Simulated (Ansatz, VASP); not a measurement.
# Two plane-wave programs on Al

```
CELL_PARAMETERS angstrom
-0.07590 2.02398 2.02398
1.94808 0.00000 1.94808
2.02398 2.02398 -0.07590
ATOMIC_POSITIONS crystal
Al 0.00000 0.00000 0.00000
```

Change from the starting cell: strain -0.0750 x Voigt [0, 0, 0, 0, 1, 0], atoms carried along.

Alike in both runs: task single point; functional PBE; k mesh 20 × 20 × 20; occupations gaussian, width 0.15 eV; no spin polarisation.

|  | VASP | Ansatz |
| --- | --- | --- |
| version | VASP 6.6.1 | Ansatz 0.2.0 |
| potentials or method | VASP PAW PBE potentials, release 64 (Al), cutoff 520 eV | scalar-relativistic, plane waves, PAW |
| valence electrons in the cell | 3 | 3 |

|  | VASP | Ansatz | Ansatz less VASP |
| --- | --- | --- | --- |
| gap on the k mesh at the Fermi level (eV) | none | none | - |
| pressure (GPa) | 0.1 | 0.1 | +0.04 |
| traceless stress, the component that is largest in VASP (GPa) | 2.44 | 2.44 | +0.006 |

A gap of «none» marks a metal or a gap that the smearing closes.
